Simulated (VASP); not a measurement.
Re:

```
Re
1.0
     2.70444    0.00000    0.00000
    -1.35222    2.34211    0.00000
     0.00000    0.00000    4.36719
Re
2
Direct
  0.66667 0.33333 0.75000
  0.33333 0.66667 0.25000
```

Base run:

- Program: VASP 6.6.1
- Functional: PBE
- Dispersion: D3(BJ)
- Potentials or basis: VASP PAW PBE potentials, release 64 (Re)
- Cutoff: 520 eV
- k mesh: 11 × 11 × 6
- Occupations: fermi-dirac, width 0.05 eV
- Spin: no spin polarisation

Its results: band gap on the k mesh zero (band 7 reaches 10.22 eV, above the bottom of band 8 at 6.78 eV); pressure 25.4 GPa.

Task: The run is repeated on the same cell with these changes: functional from PBE to BLYP. What comes out?

Result: Band gap on the k mesh zero (band 7 reaches 11.10 eV, above the bottom of band 8 at 7.35 eV); pressure 31.6 GPa.

BLYP binds less tightly than PBE, so the same cell stands under more pressure.

Caveats: spin-orbit coupling is left out, which moves the levels of the heavy elements; pairwise dispersion overbinds metals, which lowers pressure and volume; the PAW data sets were made with another functional, which shifts forces and pressure a little (some runs).
